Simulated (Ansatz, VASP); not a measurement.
One calculation of SrLiBr3, two programs

Contents of INCAR:

```
PREC     = Accurate       # precision mode
ENCUT    = 520            # plane-wave cutoff, eV
EDIFF    = 1E-6           # SCF threshold, eV
ISMEAR   = 0              # smearing method
SIGMA    = 0.1            # smearing width, eV
LREAL    = F              # projectors in reciprocal space
LASPH    = T              # aspherical terms in the spheres
NELM     = 100            # most SCF steps
ALGO     = Normal         # electronic algorithm
ISIF     = 2              # what is computed and relaxed
LWAVE    = F              # write WAVECAR
LCHARG   = F              # write CHGCAR
GGA      = PE             # functional
NBANDS   = 45             # bands
```

KPOINTS

```
Automatic mesh
0
Gamma
  4 4 4
```

POSCAR

```
SrLiBr3
1.0
    7.3450386100      0.0000000000      0.0000000000
    0.0000000000      7.3450386100      0.0000000000
    0.0000000000      0.0000000000      5.1937266100
Li Sr Br
2 2 6
Direct
    0.5000000000      0.5000000000      0.0000000000
    0.0000000000      0.0000000000      0.0000000000
    0.0000000000      0.5000000000      0.5000000000
    0.5000000000      0.0000000000      0.5000000000
    0.7767840800      0.2767840800      0.0000000000
    0.7232159200      0.7767840800      0.0000000000
    0.5000000000      0.5000000000      0.5000000000
    0.2232159200      0.7232159200      0.0000000000
    0.2767840800      0.2232159200      0.0000000000
    0.0000000000      0.0000000000      0.5000000000
```

Input for Ansatz:

```yaml
crystal:
  lattice:
    - [7.34503861, 0.0, 0.0]
    - [0.0, 7.34503861, 0.0]
    - [0.0, 0.0, 5.19372661]
  atoms:
    - { symbol: Li, position: [0.5, 0.5, 0.0] }
    - { symbol: Li, position: [0.0, 0.0, 0.0] }
    - { symbol: Sr, position: [0.0, 0.5, 0.5] }
    - { symbol: Sr, position: [0.5, 0.0, 0.5] }
    - { symbol: Br, position: [0.77678408, 0.27678408, 0.0] }
    - { symbol: Br, position: [0.72321592, 0.77678408, 0.0] }
    - { symbol: Br, position: [0.5, 0.5, 0.5] }
    - { symbol: Br, position: [0.22321592, 0.72321592, 0.0] }
    - { symbol: Br, position: [0.27678408, 0.22321592, 0.0] }
    - { symbol: Br, position: [0.0, 0.0, 0.5] }
basis:
  ecutwfc: 420
kpoints:
  mp_grid: { grid: [4, 4, 4] }
hamiltonian:
  xc: pbe
scf:
  occupations: { method: gaussian, width: 0.1 }
  lower_state_search: "off"
output:
  forces: true
  stress: true
  eigenvalues: true
```

Alike in both runs: task single point; functional PBE; k mesh 4 × 4 × 4; occupations gaussian, width 0.1 eV; no spin polarisation.

|  | VASP | Ansatz |
| --- | --- | --- |
| version | VASP 6.6.1 | Ansatz 0.2.0 |
| potentials or method | VASP PAW PBE potentials, release 64 (Li_sv, Sr_sv, Br), cutoff 520 eV | scalar-relativistic, plane waves, PAW |
| valence electrons in the cell | 68 | 68 |

Ansatz gave:

* gap on the k mesh at the Fermi level (eV): 2.90
* least direct gap on the mesh (eV): 3.07
* rms of the force components (eV/Å): 0.149

Task: Estimate VASP's values.

Result: gap on the k mesh at the Fermi level (eV): 2.90; least direct gap on the mesh (eV): 3.07; rms of the force components (eV/Å): 0.148.

Atom by atom the forces differ by 0.001 eV/Å (rms over components). The functional is the same, so the differences come from potentials, cutoffs and numerics.

Noted on VASP's run: the cutoff is short for stress, so the pressure is rough.
